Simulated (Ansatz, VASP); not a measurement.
# One calculation of Hf3AlN4, two programs

```
Hf Al N
1.0
     3.17827   -4.46440    0.00000
     3.17827    4.46440    0.00000
     0.00000    0.00000    3.11847
Hf Al N
3 1 4
Cartesian
  0.0000 0.0000 0.0000
  1.5891 2.2322 1.5592
  1.5891 -2.2322 1.5592
  3.1783 0.0000 0.0000
  3.1783 -2.1168 0.0000
  4.6089 0.0000 1.5592
  1.7477 0.0000 1.5592
  3.1783 2.1168 0.0000
```

Alike in both runs: functional PBE; k mesh 8 × 8 × 12; occupations gaussian, width 0.1 eV; no spin polarisation.

Ansatz relaxed the structure, and its values are those at the end. VASP's run is a single point on that final structure, the one shown.

|  | VASP | Ansatz |
| --- | --- | --- |
| version | VASP 6.6.1 | Ansatz 0.2.0 |
| potentials or method | VASP PAW PBE potentials, release 64 (Hf_pv, Al, N), cutoff 520 eV | scalar-relativistic, plane waves, PAW |
| valence electrons in the cell | 53 | 101 |

|  | VASP | Ansatz | Ansatz less VASP |
| --- | --- | --- | --- |
| gap on the k mesh at the Fermi level (eV) | none | none | - |
| pressure (GPa) | -1.9 | 0.0 | +1.91 |
| rms of the force components (eV/Å) | 0.033 | 0.001 | -0.0323 |

A gap of «none» marks a metal or a gap that the smearing closes. The functional is the same, so the differences come from potentials, cutoffs and numerics. VASP's potentials hold 53 valence electrons a cell and Ansatz's 101, so a difference there can come from the potentials and not from the codes.

Spin-orbit coupling is off throughout.
